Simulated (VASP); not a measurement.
# Dy5C (I4/m) in VASP: notebook, part 2 of 2

VASP 6.6.1. Earlier steps stand in the parts before.

### Step 4. Single point, PBE

This run uses another cell than the first one, of 27.50 Å³/atom.

File INCAR:

```
SYSTEM = Dy5C
  PREC = Accurate
  ENCUT = 600
  EDIFF = 1E-6
  ISMEAR = 0
  SIGMA = 0.1
  LREAL = .False.
  LASPH = .True.
  NELM = 200
  ALGO = Normal
  ISIF = 2
  LWAVE = .False.
  LCHARG = .False.
  GGA = PE
  NBANDS = 34
  GGA_COMPAT = .False.
  LMAXMIX = 6
```

File KPOINTS:

```
regular mesh
0
Gamma
  4 4 4
  0 0 0
```

File POSCAR:

```
Dy5C
1.0
   -4.0573146387      4.0573146387      2.5062157326
    4.0573146387     -4.0573146387      2.5062157326
    4.0573146387      4.0573146387     -2.5062157326
Dy C
5 1
Direct
    0.0847709653      0.2852665552      0.3700375205
    0.9152290347      0.7147334448      0.6299624795
    0.7147334448      0.0847709653      0.7995044101
    0.2852665552      0.9152290347      0.2004955899
    0.5000000000      0.5000000000      0.0000000000
    0.0000000000      0.0000000000      0.0000000000
```

Potentials or basis: VASP PAW PBE potentials, release 64 (Dy_3, C), 4f in core.

On the command line:

```
$ cat potpaw_PBE.64/Dy_3/POTCAR potpaw_PBE.64/C/POTCAR > POTCAR
$ mpirun -np 1 vasp_std > vasp.out
```

OUTCAR:

```text
SYSTEM = Dy5C
   PREC = Accurate
   ENCUT = 600
   EDIFF = 1E-6
   ISMEAR = 0
   LREAL = .False.
   LASPH = .True.
   NELM = 200
   ISIF = 2
   GGA = PE

 ion  position               nearest neighbor table
   1  0.085  0.285  0.370-   6 2.41   3 3.42   4 3.42   5 3.48   5 3.48   4 3.65   4 3.65   3 3.65
                             3 3.65   2 3.71   2 3.71   2 3.75   5 3.79
   2  0.915  0.715  0.630-   6 2.41   4 3.42   3 3.42   5 3.48   5 3.48   3 3.65   3 3.65   4 3.65
                             4 3.65   1 3.71   1 3.71   1 3.75   5 3.79
   3  0.715  0.085  0.800-   6 2.41   1 3.42   2 3.42   5 3.48   5 3.48   2 3.65   2 3.65   1 3.65
                             1 3.65   4 3.71   4 3.71   4 3.75   5 3.79
   4  0.285  0.915  0.200-   6 2.41   2 3.42   1 3.42   5 3.48   5 3.48   1 3.65   1 3.65   2 3.65
                             2 3.65   3 3.71   3 3.71   3 3.75   5 3.79
   5  0.500  0.500  0.000-   6 2.51   6 2.51   1 3.48   2 3.48   2 3.48   1 3.48   4 3.48   3 3.48
                             3 3.48   4 3.48   4 3.79   3 3.79   2 3.79   1 3.79
   6  0.000  0.000  0.000-   1 2.41   2 2.41   3 2.41   4 2.41   5 2.51   5 2.51

  LATTYP: Found a body centered tetragonal cell.
 ALAT       =     8.1146292774
 C/A-ratio  =     0.6177030760

  Lattice vectors:

 A1 = (  -4.0573146387,   4.0573146387,   2.5062157326)
 A2 = (   4.0573146387,  -4.0573146387,   2.5062157326)
 A3 = (   4.0573146387,   4.0573146387,  -2.5062157326)

Analysis of symmetry for initial positions (statically):
=====================================================================
 Subroutine PRICEL returns:
 Original cell was already a primitive cell.

 Routine SETGRP: Setting up the symmetry group for a
 body centered tetragonal supercell.

 Subroutine GETGRP returns: Found  8 space group operations
 (whereof  8 operations were pure point group operations)
 out of a pool of 16 trial point group operations.

The static configuration has the point symmetry C_4h.

Analysis of symmetry for dynamics (positions and initial velocities):
=====================================================================
 Subroutine PRICEL returns:
 Original cell was already a primitive cell.

 Routine SETGRP: Setting up the symmetry group for a
 body centered tetragonal supercell.

 Subroutine GETGRP returns: Found  8 space group operations
 (whereof  8 operations were pure point group operations)
 out of a pool of 16 trial point group operations.

The dynamic configuration has the point symmetry C_4h.

 Subroutine INISYM returns: Found  8 space group operations
 (whereof  8 operations are pure point group operations),
 and found     1 'primitive' translations

----------------------------------------------------------------------------------------

                                     Primitive cell

  volume of cell :     165.0273

  direct lattice vectors                    reciprocal lattice vectors
    -4.057314639  4.057314639  2.506215733     0.000000000  0.123234219  0.199503975
     4.057314639 -4.057314639  2.506215733     0.123234219  0.000000000  0.199503975
     4.057314639  4.057314639 -2.506215733     0.123234219  0.123234219  0.000000000

  length of vectors
     6.261367379  6.261367379  6.261367379     0.234496287  0.234496287  0.174279504

  position of ions in fractional coordinates (direct lattice)
     0.084770965  0.285266555  0.370037520
     0.915229035  0.714733445  0.629962480
     0.714733445  0.084770965  0.799504410
     0.285266555  0.915229035  0.200495590
[... 50 lines left out ...]
  0.500000  0.500000  0.250000      4.000000
 -0.250000  0.500000  0.250000      8.000000
 -0.250000 -0.250000  0.250000      2.000000
  0.500000  0.500000  0.500000      1.000000
   k-points           NKPTS =     14   k-points in BZ     NKDIM =     14   number of bands    NBANDS=     34
   number of dos      NEDOS =    301   number of ions     NIONS =      6
   total plane-waves  NPLWV = 125000
   dimension x,y,z NGX =    50 NGY =   50 NGZ =   50
   dimension x,y,z NGXF=   100 NGYF=  100 NGZF=  100
   ions per type =               5   1
   NGX,Y,Z   is equivalent  to a cutoff of  13.28, 13.28, 13.28 a.u.
   NGXF,Y,Z  is equivalent  to a cutoff of  26.55, 26.55, 26.55 a.u.
 SYSTEM =  Dy5C
   PREC   = accura    normal or accurate (medium, high low for compatibility)
   ISTART =      0    job   : 0-new  1-cont  2-samecut
   ICHARG =      2    charge: 1-file 2-atom 10-const
   ISPIN  =      1    spin polarized calculation?
   LNONCOLLINEAR =      F non collinear calculations
   LSORBIT =      F    spin-orbit coupling
   LASPH  =      T    aspherical Exc in radial PAW
   ENCUT  =  600.0 eV  44.10 Ry    6.64 a.u.  12.51 12.51 12.51*2*pi/ulx,y,z
   NELM   =    200;   NELMIN=  2; NELMDL= -5     # of ELM steps
   EDIFF  = 0.1E-05   stopping-criterion for ELM
   LREAL  =      F    real-space projection
   EDIFFG = 0.1E-04   stopping-criterion for IOM
   NSW    =      0    number of steps for IOM
   IBRION =     -1    ionic relax: 0-MD 1-quasi-New 2-CG
   NFREE  =      0    steps in history (QN), initial steepest desc. (CG)
   ISIF   =      2    stress and relaxation
   ISYM   =      2    0-nonsym 1-usesym 2-fastsym
   POTIM  = 0.5000    time-step for ionic-motion
   TEBEG  =    0.0;   TEEND  =   0.0 temperature during run
   PSTRESS=    0.0 pullay stress
   NELECT =      49.0000    total number of electrons
   NUPDOWN=      -1.0000    fix difference up-down
   EMIN   =  10.00;   EMAX   =-10.00  energy-range for DOS
   EFERMI =   0.00;   METHOD = LEGACY
   ISMEAR =     0;   SIGMA  =   0.10  broadening in eV -4-tet -1-fermi 0-gaus
   EFERMI_NEDOS =   21; number of points for ismear=-14 and -15
   IALGO  =     38    algorithm
   IMIX   =      4    mixing-type and parameters
     AMIX     =   0.40;   BMIX     =  1.00
     AMIX_MAG =   1.60;   BMIX_MAG =  1.00
  volume/ion in A,a.u.               =      27.50       185.61
  Fermi-wavevector in a.u.,A,eV,Ry     =   1.092165  2.063893 16.229361  1.192824
  Thomas-Fermi vector in A             =   2.228425
   LORBIT       =      0    0 simple, 1 ext, 2 COOP (PROOUT), +10 PAW based schemes
   GGA     = PE    functional components
   LHFCALC =     F    Hartree Fock is set to
   AEXX    =    0.0000 exact exchange contribution
   IVDW    =     0    specifies the selected vdW correction
   LEPSILON=     F    determine dielectric tensor
   LRPA    =     F    only Hartree local field effects (RPA)
 non-spin polarized calculation
 Gauss-broadening in eV      SIGMA  =   0.10
  energy-cutoff  :      600.00
  volume of cell :      165.03
 maximum number of plane-waves:      5530
   NGX = 25   NGY = 25   NGZ = 25

 number of electron      48.9999999 magnetization

 Free energy of the ion-electron system (eV)
  ---------------------------------------------------
  ext. energy  EPLUGINS =         0.00000000
  ---------------------------------------------------
  free energy    TOTEN  =       -32.40861525 eV

  energy without entropy =      -32.37285272  energy(sigma->0) =      -32.39073398

 E-fermi :   3.1546     XC(G=0):  -9.8966

 val. band max:        3.1476047849   @ k =  -0.2500   0.5000   0.2500
 cond. band min:       3.1632204925   @ k =   0.5000   0.5000   0.5000
 fundamental gap:      0.0156157075
 Fermi energy:         3.1546275875

 k-point     1 :       0.0000    0.0000    0.0000
  band No.  band energies     occupation
      1     -20.2304      2.00000
      2     -20.1843      2.00000
      3     -20.1291      2.00000
      4     -20.1291      2.00000
      5     -20.0154      2.00000
      6     -20.0110      2.00000
[... 507 lines left out ...]
     33       6.3062      0.00000
     34       6.6613      0.00000

------------------------ aborting loop because EDIFF is reached ----------------------------------------

  FORCE on cell =-STRESS in cart. coord.  units (eV):
  Direction    XX          YY          ZZ          XY          YZ          ZX
  --------------------------------------------------------------------------------------
  -------------------------------------------------------------------------------------
  Total        0.4623990      0.4623990      0.3954962      0.0000009      0.0000000      0.0000000
  in kB        4.4892277      4.4892277      3.8396977      0.0000090      0.0000000      0.0000000
  external PRESSURE =       4.2727177 kB  Pullay stress =       0.0000000 kB

 VOLUME and BASIS-vectors are now :
 -----------------------------------------------------------------------------
  energy-cutoff  :      600.00
  volume of cell :      165.03
      direct lattice vectors                 reciprocal lattice vectors
    -4.057314639  4.057314639  2.506215733     0.000000000  0.123234219  0.199503975
     4.057314639 -4.057314639  2.506215733     0.123234219  0.000000000  0.199503975
     4.057314639  4.057314639 -2.506215733     0.123234219  0.123234219  0.000000000

 POSITION                                       TOTAL-FORCE (eV/Angst)
 -----------------------------------------------------------------------------------
      2.31483      0.68788      0.00000         0.030673      0.023533     -0.000000
      1.74248      3.36943      2.50622        -0.030673     -0.023533      0.000000
      0.68788      5.79980      0.00000         0.023533     -0.030673      0.000000
      3.36943     -1.74248      2.50622        -0.023533      0.030673     -0.000000
      0.00000      0.00000      2.50622         0.000000      0.000000     -0.000000
      0.00000      0.00000      0.00000         0.000000      0.000000      0.000000
 -----------------------------------------------------------------------------------
    total drift:                               -0.000000     -0.000000      0.000000

  FREE ENERGIE OF THE ION-ELECTRON SYSTEM (eV)
  ---------------------------------------------------
  free  energy   TOTEN  =       -32.4086152467 eV

  energy  without entropy=      -32.3728527199  energy(sigma->0) =      -32.39073398
```

Wall time 2 min (1 thread of Intel Xeon Platinum 8259CL at 2.50GHz (Skylake/Cascade Lake), shared host); peak memory 0.39 GiB.

What came out:

* Free energy: -32.4086 eV
* Pressure: 0.4 GPa
* Largest force: 0.039 eV/Å
* Band gap on the k mesh: zero (an odd number of electrons rules out a gap without spin polarisation)

Forces in eV/Å, atoms in the order of the input:
```
Dy   0.031  0.024  0.000
Dy  -0.031 -0.024  0.000
Dy   0.024 -0.031  0.000
Dy  -0.024  0.031  0.000
Dy   0.000  0.000  0.000
C    0.000  0.000  0.000
```

Levels at points of the mesh, in eV from the Fermi level:
```
           k point  band 21  band 22  band 23  band 24  band 25  band 26  band 27  band 28
(0.00, 0.00, 0.00)    -0.69    -0.52    -0.52     0.04     0.04     0.19     0.29     0.33
(0.50, 0.00, 0.00)    -1.04    -0.74    -0.63    -0.07     0.29     0.51     0.53     0.75
(0.50, 0.50, 0.00)    -1.20    -1.06    -0.80    -0.45    -0.29     0.63     0.70     0.75
(0.50, 0.50, 0.50)    -1.35    -1.19    -1.19    -0.81    -0.15     0.01     0.01     0.79
```

Caveat: the k points lie up to 0.37 Å⁻¹ apart, too coarse for converged energies and pressures of a metal; spin-orbit coupling is left out, which moves the levels of the heavy elements; the 4f electrons are frozen in the core, so they carry no moment and show no levels. Spin polarisation is off, so any magnetic state and its effect on volume and gap are missing.

### Step 5. The runs side by side

| task | cell | k mesh | gap on the mesh (eV) | pressure (GPa) | largest force (eV/Å) |
| --- | --- | --- | --- | --- | --- |
| single point | a = 6.192 Å, angles 99.3, 99.3, 132.7°, 6 atoms, atomic positions A | 8 × 8 × 8 | none | 2.0 | 0.03 |
| relaxation of cell and atoms | relaxed from a = 6.261 Å, angles 99.2, 99.2, 132.8°, 6 atoms, atomic positions B | 8 × 8 × 8 | none | 0.0 | 0.01 |
| single point | a = 6.261 Å, angles 99.2, 99.2, 132.8°, 6 atoms, atomic positions B | 4 × 4 × 4 | none | 0.4 | 0.04 |

Alike in all rows: level PBE; potentials or basis VASP PAW PBE potentials, release 64 (Dy_3, C), 4f in core; no spin polarisation; cutoff (eV) 600; smearing gaussian 0.1 eV.

Caveats: some runs use coarse meshes; spin-orbit coupling is left out, which moves the levels of the heavy elements; the 4f electrons are frozen in the core, so they carry no moment and show no levels.

Total energies depend on the potentials used, so only differences within one code and one set of settings carry meaning.
